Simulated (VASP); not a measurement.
# NaH13O7 in VASP: notebook, part 3 of 3

VASP 6.6.1. Earlier steps stand in the parts before.

## Step 5: Single point, r2SCAN

POSCAR

```
NaH13O7
1.0
    6.6282230000      0.0000000000      0.0000000000
    0.0000000000      6.6282230000      0.0000000000
    0.0000000000      0.0000000000      6.6282230000
O H Na
7 13 1
Direct
    0.7446037950     -0.0335082269      0.5454101348
    0.6764407293      0.2333958891      0.8426994686
    0.3856538925      0.7987812118      0.8172627867
    0.0577982968      0.1669980023      0.3493394836
    0.4968299950      0.7218978601      0.2335316721
    0.9937655990      0.6449088994      0.6937907792
    0.2622422329      0.4859220941      0.4122673603
    0.8414623346      0.0556559428      0.4674103451
    0.6582608944     -0.1036929506      0.4487477262
    0.7669627289      0.1720521473      0.9423943642
    0.6940774322      0.1479732954      0.7246286071
    0.3823498395      0.8495791406      0.6841803603
    0.2538387740      0.7391272140      0.8132194707
    0.1518204804      0.0659905377      0.3167063027
    0.1274851495      0.3033241338      0.3669912735
    0.3900894704      0.7953112018      0.1690196603
    0.3930012614      0.6209960045      0.3150919937
    1.0766234027      0.5773191397      0.5947747986
    0.9295100663      0.7591024020      0.6145538555
    0.3530056246      0.4100193974      0.4936164640
    0.6609312933      0.6035403456      0.9108927083
```

INCAR.step1

```
SYSTEM = NaH13O7
PREC     = Accurate       ! precision mode
ENCUT    = 580            ! plane-wave cutoff, eV
ISMEAR   = -1             ! smearing method
SIGMA    = 0.05           ! smearing width, eV
LREAL    = .FALSE.        ! projectors in reciprocal space
LASPH    = .TRUE.         ! aspherical terms in the spheres
NELM     = 120            ! most SCF steps
NBANDS   = 47             ! bands
GGA      = PE             ! functional
ALGO     = Normal         ! electronic algorithm
EDIFF    = 1E-5           ! SCF threshold, eV
LWAVE    = .TRUE.         ! write WAVECAR
LCHARG   = .FALSE.        ! write CHGCAR
GGA_COMPAT= .FALSE.
```

INCAR.step2

```
SYSTEM = NaH13O7
PREC     = Accurate       ! precision mode
ENCUT    = 580            ! plane-wave cutoff, eV
EDIFF    = 1E-6           ! SCF threshold, eV
ISMEAR   = -1             ! smearing method
SIGMA    = 0.05           ! smearing width, eV
LREAL    = .FALSE.        ! projectors in reciprocal space
LASPH    = .TRUE.         ! aspherical terms in the spheres
NELM     = 120            ! most SCF steps
ALGO     = Normal         ! electronic algorithm
ISIF     = 2              ! what is computed and relaxed
LWAVE    = .FALSE.        ! write WAVECAR
LCHARG   = .TRUE.         ! write CHGCAR
METAGGA  = R2SCAN         ! meta-GGA
LMIXTAU  = .TRUE.       
LELF     = .TRUE.         ! ELF
LVHAR    = .TRUE.       
NBANDS   = 47             ! bands
ISTART   = 1            
GGA_COMPAT= .FALSE.
```

KPOINTS

```
Automatic mesh
0
G
  1 1 1
  0 0 0
```

Potentials or basis: VASP PAW PBE potentials, release 64 (O, H, Na_pv).

On the command line:

```console
$ cat potpaw_PBE.64/O/POTCAR potpaw_PBE.64/H/POTCAR potpaw_PBE.64/Na_pv/POTCAR > POTCAR
$ cp INCAR.step1 INCAR
$ mpirun -np 1 vasp_gam > vasp.out
$ cp INCAR.step2 INCAR
$ mpirun -np 1 vasp_gam > vasp.out
```

OUTCAR:

```text
SYSTEM = NaH13O7
   PREC = Accurate
   ENCUT = 580
   EDIFF = 1E-6
   ISMEAR = -1
   LREAL = .FALSE.
   LASPH = .TRUE.
   NELM = 120
   ISIF = 2
   METAGGA = R2SCAN
   ISTART = 1

 ion  position               nearest neighbor table
   1  0.745  0.966  0.545-   9 0.98   8 1.01
   2  0.676  0.233  0.843-  11 0.97  10 0.98
   3  0.386  0.799  0.817-  12 0.94  13 0.96  21 2.32
   4  0.058  0.167  0.349-  14 0.94  15 1.02
   5  0.497  0.722  0.234-  16 0.96  17 1.10
   6  0.994  0.645  0.694-  18 0.97  19 1.01
   7  0.262  0.486  0.412-  20 0.95  17 1.40
   8  0.841  0.056  0.467-   1 1.01
   9  0.658  0.896  0.449-   1 0.98
  10  0.767  0.172  0.942-   2 0.98
[... 270 lines left out ...]
  in kB      -13.5523915     -9.2807741     -1.6615259     -4.2252459      0.3691511      0.8976813
  external PRESSURE =      -8.1648972 kB  Pullay stress =       0.0000000 kB

 VOLUME and BASIS-vectors are now :
 -----------------------------------------------------------------------------
  energy-cutoff  :      580.00
  volume of cell :      291.20
      direct lattice vectors                 reciprocal lattice vectors
     6.628223000  0.000000000  0.000000000     0.150869999  0.000000000  0.000000000
     0.000000000  6.628223000  0.000000000     0.000000000  0.150869999  0.000000000
     0.000000000  0.000000000  6.628223000     0.000000000  0.000000000  0.150869999

 POSITION                                       TOTAL-FORCE (eV/Angst)
 -----------------------------------------------------------------------------------
      4.93540      6.40612      3.61510         0.698642      0.421667     -0.588300
      4.48360      1.54700      5.58560         0.546345      0.241662      1.001622
      2.55620      5.29450      5.41700         0.239011     -0.208037      0.453509
      0.38310      1.10690      2.31550        -1.772577      0.498677      0.359055
      3.29310      4.78490      1.54790        -0.453645     -0.413202      0.687105
      6.58690      4.27460      4.59860        -1.338129      1.834066     -0.018010
[... 13 lines left out ...]
      2.33980      2.71770      3.27180         0.517725     -0.321387      0.503705
      4.38080      4.00040      6.03760         0.044174     -0.259035      0.038098
 -----------------------------------------------------------------------------------
    total drift:                               -0.010326     -0.015350     -0.004207

  FREE ENERGIE OF THE ION-ELECTRON SYSTEM (eV)
  ---------------------------------------------------
  free  energy   TOTEN  =      -111.3564824920 eV

  energy  without entropy=     -111.3564824920  energy(sigma->0) =     -111.35648249
```

Run time: 5.3 min. Hardware: 1 thread of Intel Xeon 8259CL, shared host; peak memory 0.42 GiB.

Results:

```
Free energy   : -111.3565 eV
Pressure      : -0.8 GPa
Largest force : 2.270 eV/Å
```

Forces on the atoms (eV/Å):
```
O    0.699  0.422 -0.588
O    0.546  0.242  1.002
O    0.239 -0.208  0.454
O   -1.773  0.499  0.359
O   -0.454 -0.413  0.687
O   -1.338  1.834 -0.018
O   -0.589  0.593 -0.128
H   -0.333 -0.646  0.229
H    0.019  0.059 -0.309
H   -0.501  0.389 -0.428
H   -0.158 -0.223 -0.207
H    0.573  0.811 -1.111
H   -1.010 -0.664  0.448
H    0.988 -0.585 -0.309
H    0.419 -0.122 -0.110
H    0.195  0.621 -0.628
H    0.630 -0.316 -0.024
H    0.788 -0.708 -0.814
H    0.499 -1.004  0.952
H    0.518 -0.321  0.504
Na   0.044 -0.259  0.038
```

Caveat: the k points lie up to 0.95 Å⁻¹ apart; the atoms stand as in a frame of molecular dynamics; the PAW data sets were made with another functional, which shifts forces and pressure a little.

## Step 6: Single point, r2SCAN

POSCAR

```
NaH13O7
1.0
    6.6282230000      0.0000000000      0.0000000000
    0.0000000000      6.6282230000      0.0000000000
    0.0000000000      0.0000000000      6.6282230000
O H Na
7 13 1
Direct
    0.7410734370     -0.0284691689      0.5391942908
    0.6831393573      0.2387970350      0.8496998366
    0.3834210165      0.7785646319      0.8231768907
    0.0559727698      0.1715090153      0.3355348787
    0.4765832411      0.7190464171      0.2406829100
    0.9909443300      0.6419820214      0.6909845972
    0.2778723649      0.4879135780      0.4243520473
    0.8179417017      0.0450346948      0.4460169792
    0.6215693105     -0.0741375177      0.4642571621
    0.7725298319      0.1876973662      0.9496059502
    0.7051060292      0.1513075224      0.7354912471
    0.3534129736      0.8366646686      0.6907432052
    0.2629362349      0.6909544232      0.8427447296
    0.1365071755      0.0502397098      0.3398497606
    0.1497535614      0.2918127528      0.3535940176
    0.4284707983      0.8265563787      0.1538572254
    0.3625707825      0.6114911945      0.3054363138
    1.0784489297      0.5664715867      0.5847419437
    0.9341116013      0.7578501810      0.6347251745
    0.3888825104      0.4120259683      0.4837797401
    0.6404280604      0.6114911945      0.9032888604
```

INCAR.step1

```
SYSTEM = NaH13O7
PREC     = Accurate       ! precision mode
ENCUT    = 580            ! plane-wave cutoff, eV
ISMEAR   = -1             ! smearing method
SIGMA    = 0.05           ! smearing width, eV
LREAL    = .False.        ! projectors in reciprocal space
LASPH    = .True.         ! aspherical terms in the spheres
NELM     = 120            ! most SCF steps
NBANDS   = 47             ! bands
GGA      = PE             ! functional
ALGO     = Normal         ! electronic algorithm
EDIFF    = 1E-5           ! SCF threshold, eV
LWAVE    = .True.         ! write WAVECAR
LCHARG   = .False.        ! write CHGCAR
GGA_COMPAT= .False.
```

INCAR.step2

```
SYSTEM = NaH13O7
PREC     = Accurate       ! precision mode
ENCUT    = 580            ! plane-wave cutoff, eV
EDIFF    = 1E-6           ! SCF threshold, eV
ISMEAR   = -1             ! smearing method
SIGMA    = 0.05           ! smearing width, eV
LREAL    = .False.        ! projectors in reciprocal space
LASPH    = .True.         ! aspherical terms in the spheres
NELM     = 120            ! most SCF steps
ALGO     = Normal         ! electronic algorithm
ISIF     = 2              ! what is computed and relaxed
LWAVE    = .False.        ! write WAVECAR
LCHARG   = .False.        ! write CHGCAR
METAGGA  = R2SCAN         ! meta-GGA
LMIXTAU  = .True.       
NBANDS   = 47             ! bands
ISTART   = 1            
GGA_COMPAT= .False.
```

KPOINTS

```
regular mesh
0
Gamma
  1 1 1
  0 0 0
```

Potentials or basis: VASP PAW PBE potentials, release 64 (O, H, Na_pv).

On the command line:

```console
$ cat potpaw_PBE.64/O/POTCAR potpaw_PBE.64/H/POTCAR potpaw_PBE.64/Na_pv/POTCAR > POTCAR
$ cp INCAR.step1 INCAR
$ mpirun -np 1 vasp_gam > vasp.out
$ cp INCAR.step2 INCAR
$ mpirun -np 1 vasp_gam > vasp.out
```

It took 4.9 min on 1 thread of Intel Xeon 8259CL, shared host; peak memory 0.41 GiB.

It converged, with:

- Free energy: -110.9421 eV
- Pressure: -0.6 GPa
- Largest force: 3.057 eV/Å

Forces on the atoms (eV/Å):
```
O   -1.746 -1.089  1.071
O   -0.505  0.845  0.253
O   -1.494 -0.007 -0.844
O   -0.134 -0.161 -0.110
O    0.736  0.824 -0.594
O    1.574 -2.604  0.291
O   -0.493 -0.877  0.367
H    1.512  1.302 -1.307
H    0.472 -0.348 -0.001
H    0.484 -0.136  0.638
H   -0.026 -0.368 -0.654
H    0.162 -0.271  0.657
H    0.498  0.729 -0.245
H    0.132  0.201 -0.105
H   -0.253 -0.133  0.169
H   -0.266 -0.395  0.150
H    0.310  0.276  0.330
H   -0.736  0.996  0.923
H   -0.735  1.587 -1.230
H   -0.345  0.389 -0.075
Na   0.852 -0.758  0.318
```

Stress tensor (GPa, compression positive):
```
-0.77  0.12  0.54
 0.12 -0.64 -1.55
 0.54 -1.55 -0.45
```

Levels at points of the mesh, in eV from the Fermi level:
```tsv
k point	band 28	band 29	band 30	band 31	band 32	band 33	band 34	band 35
(0.00, 0.00, 0.00)	-2.29	-1.99	-1.40	-1.27	2.83	5.72	6.29	6.39
```

Caveat: the k points lie up to 0.95 Å⁻¹ apart; the atoms stand as in a frame of molecular dynamics; the PAW data sets were made with another functional, which shifts forces and pressure a little.

## Step 7: Single point, r2SCAN

POSCAR

```
NaH13O7
1.0
    6.6282230000      0.0000000000      0.0000000000
    0.0000000000      6.6282230000      0.0000000000
    0.0000000000      0.0000000000      6.6282230000
O H Na
7 13 1
Direct
    0.7355666821     -0.0175914419      0.5257970349
    0.6828979653      0.2561621720      0.8679400195
    0.3586632496      0.7744307939      0.8208836667
    0.0444161278      0.1634072963      0.3185770907
    0.4770207641      0.7296676651      0.2459482730
    0.9931017710      0.6361433524      0.6922368182
    0.2717621299      0.4756629341      0.4350034693
    0.8306600427      0.0600311728      0.4343999893
    0.6570841084     -0.1038438206      0.4398313092
    0.7779309779      0.2085325132      0.9727343211
    0.6940170842      0.1701059243      0.7437136620
    0.3373754926      0.8378112806      0.6948770432
    0.2489505860      0.6801370443      0.8388371966
    0.1412294064      0.0613437418      0.3461863006
    0.1264290595      0.2834243809      0.3641247435
    0.4021439834      0.8090252848      0.1543852704
    0.3869815484      0.6360075694      0.3284289017
    1.0884516106      0.5750862637      0.5910030486
    0.9480821632      0.7625271509      0.6196230875
    0.3900442094      0.4496680332      0.5129127369
    0.6301689005      0.6141163325      0.9055669974
```

INCAR.step1

```
  ALGO = Normal
  EDIFF = 1E-5
  ENCUT = 580
  GGA = PE
  GGA_COMPAT = F
  ISMEAR = -1
  LASPH = T
  LCHARG = F
  LREAL = F
  LWAVE = T
  NBANDS = 47
  NELM = 120
  PREC = Accurate
  SIGMA = 0.05
```

INCAR.step2

```
  ALGO = Normal
  EDIFF = 1E-6
  ENCUT = 580
  GGA_COMPAT = F
  ISIF = 2
  ISMEAR = -1
  ISTART = 1
  LASPH = T
  LCHARG = F
  LMIXTAU = T
  LREAL = F
  LWAVE = F
  METAGGA = R2SCAN
  NBANDS = 47
  NELM = 120
  PREC = Accurate
  SIGMA = 0.05
```

KPOINTS

```
k-points
0
Gamma
  1 1 1
```

On the command line:

```console
$ cat potpaw_PBE.64/O/POTCAR potpaw_PBE.64/H/POTCAR potpaw_PBE.64/Na_pv/POTCAR > POTCAR
$ cp INCAR.step1 INCAR
$ mpirun -np 1 vasp_gam > vasp.out
$ cp INCAR.step2 INCAR
$ mpirun -np 1 vasp_gam > vasp.out
```

Run time: 4.9 min. Hardware: 1 thread of Intel Xeon 8259CL, shared host; peak memory 0.41 GiB.

It converged, with:

| Property | Result |
| --- | --- |
| Free energy | -111.1715 eV |
| Pressure | -1.1 GPa |
| Largest force | 1.866 eV/Å |

Forces on the atoms (eV/Å):
```
O    1.129  0.853 -0.062
O    0.423 -0.472 -0.068
O    0.709 -0.134  1.088
O   -0.248  0.577  0.085
O    1.752  0.130  0.328
O   -0.577  1.436 -1.042
O   -0.716  0.455 -0.028
H   -0.449 -0.440  0.701
H   -0.563 -0.362 -0.602
H   -0.609  0.109 -1.116
H    0.180  0.431  1.179
H   -0.323  0.328 -0.764
H   -0.678  0.178 -0.430
H    0.419 -0.920 -0.092
H   -0.107  0.469 -0.029
H   -0.819  0.575 -0.560
H   -0.761 -0.540 -0.256
H    0.098 -0.409  0.041
H    0.191 -1.209  0.925
H    0.274 -0.572  0.489
Na   0.674 -0.483  0.213
```

Stress tensor (GPa, compression positive):
```
-0.58 -0.22  0.82
-0.22 -1.03 -0.61
 0.82 -0.61 -1.84
```

Levels at points of the mesh, in eV from the Fermi level:
```csv
k point,band 28,band 29,band 30,band 31,band 32,band 33,band 34,band 35
"(0.00, 0.00, 0.00)",-2.71,-2.52,-1.42,-1.25,2.66,5.57,6.09,6.36
```

Caveat: the k points lie up to 0.95 Å⁻¹ apart; the atoms stand as in a frame of molecular dynamics; the PAW data sets were made with another functional, which shifts forces and pressure a little.

## Step 8: The runs side by side

| cell | pressure (GPa) | largest force (eV/Å) |
| --- | --- | --- |
| as given, atomic positions A | -1.2 | 2.51 |
| as given, atomic positions B | -1.3 | 2.37 |
| as given, atomic positions C | -2.0 | 1.42 |
| as given, atomic positions D | -0.8 | 2.27 |
| as given, atomic positions E | -0.6 | 3.06 |
| as given, atomic positions F | -1.1 | 1.87 |

Alike in all rows: task single point; level r2SCAN; potentials or basis VASP PAW PBE potentials, release 64 (O, H, Na_pv); no spin polarisation; k mesh 1 × 1 × 1; cutoff (eV) 580; smearing fermi-dirac 0.05 eV.

Caveats: all runs use coarse meshes; the PAW data sets were made with another functional, which shifts forces and pressure a little; the atoms stand as in a frame of molecular dynamics (at least some runs).

Total energies depend on the potentials used, so only differences within one code and one set of settings carry meaning.
